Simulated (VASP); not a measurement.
# MnAs in VASP: further runs, part 3 of 3

VASP 6.6.1.

## Step 6: Single point, PBE, collinear spin, ferromagnetic start (23.12 Å³/atom)

INCAR reads:

```
SYSTEM = MnAs
PREC = Accurate
ENCUT = 520
EDIFF = 1E-7
ISMEAR = 0
SIGMA = 0.05
LREAL = .FALSE.
LASPH = .TRUE.
NELM = 150
ALGO = Normal
ISIF = 2
LWAVE = .FALSE.
LCHARG = .TRUE.
ISPIN = 2
MAGMOM = 3.88 0
LORBIT = 11
LMAXMIX = 4
GGA = PE
LELF = .TRUE.
LVHAR = .TRUE.
NBANDS = 20
```

KPOINTS reads:

```
Automatic mesh
0
G
  12 12 12
  0 0 0
```

POSCAR reads:

```
MnAs
1.0
    0.0000000000      2.8486961502      2.8486961502
    2.8486961502      0.0000000000      2.8486961502
    2.8486961502      2.8486961502      0.0000000000
Mn As
1 1
Direct
    0.0000000000      0.0000000000      0.0000000000
    0.2500000000      0.2500000000      0.2500000000
```

Potentials or basis: VASP PAW PBE potentials, release 64 (Mn_pv, As).

Started as:

```
$ cat potpaw_PBE.64/Mn_pv/POTCAR potpaw_PBE.64/As/POTCAR > POTCAR
$ mpirun -np 1 vasp_std > vasp.out
```

OUTCAR:

```text
SYSTEM = MnAs
   PREC = Accurate
   ENCUT = 520
   EDIFF = 1E-7
   ISMEAR = 0
   LREAL = .FALSE.
   LASPH = .TRUE.
   NELM = 150
   ISIF = 2
   ISPIN = 2
   LORBIT = 11
   GGA = PE

 ion  position               nearest neighbor table
   1  0.000  0.000  0.000-   2 2.47   2 2.47   2 2.47   2 2.47
   2  0.250  0.250  0.250-   1 2.47   1 2.47   1 2.47   1 2.47

  LATTYP: Found a face centered cubic cell.
 ALAT       =     5.6973923004

  Lattice vectors:

 A1 = (   0.0000000000,   2.8486961502,   2.8486961502)
 A2 = (   2.8486961502,   0.0000000000,   2.8486961502)
 A3 = (   2.8486961502,   2.8486961502,   0.0000000000)

Analysis of symmetry for initial positions (statically):
=====================================================================
 Subroutine PRICEL returns:
 Original cell was already a primitive cell.

 Routine SETGRP: Setting up the symmetry group for a
 face centered cubic supercell.

 Subroutine GETGRP returns: Found 24 space group operations
 (whereof 24 operations were pure point group operations)
 out of a pool of 48 trial point group operations.

The static configuration has the point symmetry T_d .

Analysis of symmetry for dynamics (positions and initial velocities):
=====================================================================
 Subroutine PRICEL returns:
 Original cell was already a primitive cell.

 Routine SETGRP: Setting up the symmetry group for a
 face centered cubic supercell.

 Subroutine GETGRP returns: Found 24 space group operations
 (whereof 24 operations were pure point group operations)
 out of a pool of 48 trial point group operations.

The dynamic configuration has the point symmetry T_d .

Analysis of structural, dynamic, and magnetic symmetry:
=====================================================================
 Subroutine PRICEL returns:
 Original cell was already a primitive cell.

 Routine SETGRP: Setting up the symmetry group for a
 face centered cubic supercell.

 Subroutine GETGRP returns: Found 24 space group operations
 (whereof 24 operations were pure point group operations)
 out of a pool of 48 trial point group operations.

The overall configuration has the point symmetry T_d .

 Subroutine INISYM returns: Found 24 space group operations
 (whereof 24 operations are pure point group operations),
 and found     1 'primitive' translations

----------------------------------------------------------------------------------------

                                     Primitive cell

  volume of cell :      46.2347

  direct lattice vectors                    reciprocal lattice vectors
     0.000000000  2.848696150  2.848696150    -0.175518895  0.175518895  0.175518895
     2.848696150  0.000000000  2.848696150     0.175518895 -0.175518895  0.175518895
     2.848696150  2.848696150  0.000000000     0.175518895  0.175518895 -0.175518895

  length of vectors
     4.028664731  4.028664731  4.028664731     0.304007644  0.304007644  0.304007644

  position of ions in fractional coordinates (direct lattice)
     0.000000000  0.000000000  0.000000000
     0.250000000  0.250000000  0.250000000

[... 66 lines left out ...]
 SYSTEM =  MnAs
   PREC   = accura    normal or accurate (medium, high low for compatibility)
   ISTART =      0    job   : 0-new  1-cont  2-samecut
   ICHARG =      2    charge: 1-file 2-atom 10-const
   ISPIN  =      2    spin polarized calculation?
   LNONCOLLINEAR =      F non collinear calculations
   LSORBIT =      F    spin-orbit coupling
   LASPH  =      T    aspherical Exc in radial PAW
   ENCUT  =  520.0 eV  38.22 Ry    6.18 a.u.   7.49  7.49  7.49*2*pi/ulx,y,z
   NELM   =    150;   NELMIN=  2; NELMDL= -5     # of ELM steps
   EDIFF  = 0.1E-06   stopping-criterion for ELM
   LREAL  =      F    real-space projection
   EDIFFG = 0.1E-05   stopping-criterion for IOM
   NSW    =      0    number of steps for IOM
   IBRION =     -1    ionic relax: 0-MD 1-quasi-New 2-CG
   NFREE  =      0    steps in history (QN), initial steepest desc. (CG)
   ISIF   =      2    stress and relaxation
   ISYM   =      2    0-nonsym 1-usesym 2-fastsym
   POTIM  = 0.5000    time-step for ionic-motion
   TEBEG  =    0.0;   TEEND  =   0.0 temperature during run
   PSTRESS=    0.0 pullay stress
   NELECT =      18.0000    total number of electrons
   NUPDOWN=      -1.0000    fix difference up-down
   EMIN   =  10.00;   EMAX   =-10.00  energy-range for DOS
   EFERMI =   0.00;   METHOD = LEGACY
   ISMEAR =     0;   SIGMA  =   0.05  broadening in eV -4-tet -1-fermi 0-gaus
   EFERMI_NEDOS =   21; number of points for ismear=-14 and -15
   IALGO  =     38    algorithm
   IMIX   =      4    mixing-type and parameters
     AMIX     =   0.40;   BMIX     =  1.00
     AMIX_MAG =   1.60;   BMIX_MAG =  1.00
  volume/ion in A,a.u.               =      23.12       156.00
  Fermi-wavevector in a.u.,A,eV,Ry     =   1.195390  2.258959 19.442137  1.428957
  Thomas-Fermi vector in A             =   2.331356
   LORBIT       =     11    0 simple, 1 ext, 2 COOP (PROOUT), +10 PAW based schemes
   GGA     = PE    functional components
   LHFCALC =     F    Hartree Fock is set to
   AEXX    =    0.0000 exact exchange contribution
   IVDW    =     0    specifies the selected vdW correction
   LEPSILON=     F    determine dielectric tensor
   LRPA    =     F    only Hartree local field effects (RPA)
 spin polarized calculation
 Gauss-broadening in eV      SIGMA  =   0.05
  energy-cutoff  :      520.00
  volume of cell :       46.23
 maximum number of plane-waves:      1267
 NGX is ok and might be reduce to    30
   NGX = 15   NGY = 15   NGZ = 15

 number of electron      18.0000007 magnetization       3.7983632

 Free energy of the ion-electron system (eV)
  ---------------------------------------------------
  ext. energy  EPLUGINS =         0.00000000
  ---------------------------------------------------
  free energy    TOTEN  =       -13.31371429 eV

  energy without entropy =      -13.31127257  energy(sigma->0) =      -13.31249343

 E-fermi :   3.7278     XC(G=0):  -9.4881

 val. band max:        3.7267606911   @ k =   0.4167   0.3333   0.0833
 cond. band min:       3.7498413347   @ k =   0.5000   0.4167   0.0833
 fundamental gap:      0.0230806436
 Fermi energy:         3.7277729225

 spin component 1

 k-point     1 :       0.0000    0.0000    0.0000
  band No.  band energies     occupation
      1     -46.5914      1.00000
      2     -46.5914      1.00000
      3     -46.5914      1.00000
      4      -7.8114      1.00000
      5      -0.0644      1.00000
      6      -0.0644      1.00000
[... 541 lines left out ...]
     19      16.4874      0.00000
     20      19.5369      0.00000

 [... further k-points ...]

 spin component 2

 k-point     1 :       0.0000    0.0000    0.0000
  band No.  band energies     occupation
      1     -42.6751      1.00000
      2     -42.6751      1.00000
      3     -42.6751      1.00000
      4      -7.8095      1.00000
      5       1.7244      1.00000
      6       1.7244      1.00000
[... 541 lines left out ...]
     19      17.0998      0.00000
     20      19.9798      0.00000

 [... further k-points ...]

------------------------ aborting loop because EDIFF is reached ----------------------------------------

  FORCE on cell =-STRESS in cart. coord.  units (eV):
  Direction    XX          YY          ZZ          XY          YZ          ZX
  --------------------------------------------------------------------------------------
  -------------------------------------------------------------------------------------
  Total       -0.1822435     -0.1822435     -0.1822435     -0.0000000      0.0000000     -0.0000000
  in kB       -6.3153027     -6.3153027     -6.3153027     -0.0000000      0.0000000     -0.0000000
  external PRESSURE =      -6.3153027 kB  Pullay stress =       0.0000000 kB

 VOLUME and BASIS-vectors are now :
 -----------------------------------------------------------------------------
  energy-cutoff  :      520.00
  volume of cell :       46.23
      direct lattice vectors                 reciprocal lattice vectors
     0.000000000  2.848696150  2.848696150    -0.175518895  0.175518895  0.175518895
     2.848696150  0.000000000  2.848696150     0.175518895 -0.175518895  0.175518895
     2.848696150  2.848696150  0.000000000     0.175518895  0.175518895 -0.175518895

 POSITION                                       TOTAL-FORCE (eV/Angst)
 -----------------------------------------------------------------------------------
      0.00000      0.00000      0.00000        -0.000000     -0.000000     -0.000000
      1.42435      1.42435      1.42435         0.000000      0.000000      0.000000
 -----------------------------------------------------------------------------------
    total drift:                               -0.000001     -0.000001     -0.000001

  FREE ENERGIE OF THE ION-ELECTRON SYSTEM (eV)
  ---------------------------------------------------
  free  energy   TOTEN  =       -13.3137142919 eV

  energy  without entropy=      -13.3112725734  energy(sigma->0) =      -13.31249343

 total charge

# of ion       s       p       d       tot
------------------------------------------
    1        0.321   6.218   4.944  11.483
    2        1.227   1.561   0.031   2.819
--------------------------------------------------
tot          1.548   7.779   4.975  14.302

 magnetization (x)

# of ion       s       p       d       tot
------------------------------------------
    1        0.058   0.040   3.617   3.714
    2       -0.000  -0.180   0.017  -0.163
--------------------------------------------------
tot          0.057  -0.139   3.634   3.552
```

Wall time 3.7 min (1 thread of Intel Xeon 8259CL, shared host); peak memory 0.26 GiB.

Results:

```yaml
Free_energy: -13.3137 eV
Pressure: -0.6 GPa
Net_moment: 3.80 μB per cell
Site_moments: Mn +3.71; As -0.16 μB
Valence_electrons_inside_the_program's_atomic_spheres: Mn 11.48; As 2.82
```

Caveat: a cell with one magnetic atom can't hold antiferromagnetic order, which such compounds often take.

## Step 7: Overview

| level | potentials or basis | cell | gap on the mesh (eV) | pressure (GPa) | moment (μB) |
| --- | --- | --- | --- | --- | --- |
| PBE | VASP PAW PBE potentials, release 64 (Mn_pv, As) | a = 4.002, b = 4.042, c = 4.042 Å, angles 59.3, 60.3, 60.3°, 2 atoms | none | -0.6 | 3.80 |
| PBE | VASP PAW PBE potentials, release 64 (Mn_pv, As) | a = 4.002 Å, angles 60.0°, 2 atoms | none | 0.1 | 3.71 |
| PBEsol | VASP PAW PBE potentials, release 64 (Mn_pv, As) | a = 4.002 Å, angles 60.0°, 2 atoms | none | -3.2 | 3.69 |
| LDA | VASP PAW LDA potentials, release 64 (Mn_pv, As) | a = 4.002 Å, angles 60.0°, 2 atoms | none | -7.8 | 3.41 |
| PBE | VASP PAW PBE potentials, release 64 (Mn_pv, As) | a = 4.029 Å, angles 60.0°, 2 atoms | none | -0.6 | 3.80 |

Alike in all rows: task single point; spin collinear, ferromagnetic start; k mesh 12 × 12 × 12; cutoff (eV) 520; smearing gaussian 0.05 eV.

Caveats: a cell with one magnetic atom can't hold antiferromagnetic order, which such compounds often take; the cell stands under tension (at least some runs); the PAW data sets were made with another functional, which shifts forces and pressure a little (at least some runs).

Total energies depend on the potentials used, so only differences within one code and one set of settings carry meaning.
